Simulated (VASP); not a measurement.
## Pd: single point with PBEsol

The system is Pd, a slab with vacuum.

```
Pd
1.0
     2.74180    0.00000    0.00000
     0.00000    2.74180    0.00000
     0.00000    0.00000   23.75500
Pd
5
Cartesian
  0.0000 0.0000 8.0000
  1.3709 1.3709 9.9388
  0.0000 0.0000 11.8775
  1.3709 1.3709 13.8162
  0.0000 0.0000 15.7550
```

```
Program             : VASP 6.6.1
Task                : single point
Functional          : PBEsol
Potentials or basis : VASP PAW PBE potentials, release 64 (Pd)
Cutoff              : 520 eV
k mesh              : 12 × 12 × 1
Occupations         : fermi-dirac, width 0.08 eV
Spin                : no spin polarisation
```

- Largest force: 0.194 eV/Å
- Band gap on the k mesh: zero (band 25 reaches 1.59 eV, above the bottom of band 26 at 0.50 eV)

Forces in eV/Å, atoms in the order of the input:
```
Pd   0.000  0.000  0.194
Pd   0.000  0.000 -0.121
Pd   0.000  0.000  0.000
Pd   0.000  0.000  0.121
Pd   0.000  0.000 -0.194
```

Levels at points of the mesh, in eV from the Fermi level:
```
           k point  band 21  band 22  band 23  band 24  band 25  band 26  band 27  band 28  band 29  band 30
(0.00, 0.00, 0.00)    -0.79    -0.44    -0.36    -0.33    -0.33    -0.07     0.01     0.16     0.16     1.50
(0.50, 0.00, 0.00)    -0.62    -0.32    -0.18    -0.16    -0.04     1.38     1.81     2.15     2.28     2.36
(0.50, 0.50, 0.00)     0.26     0.33     0.33     0.67     0.67     4.13     4.13     6.07     6.07     8.30
```

Run time: 3 min on 1 thread of Intel(R) Xeon(R) Platinum 8375C CPU @ 2.90GHz (Ice Lake), with other jobs on the host, peak memory 0.32 GiB.

Caveat: the PAW data sets were made with another functional, which shifts forces and pressure a little.
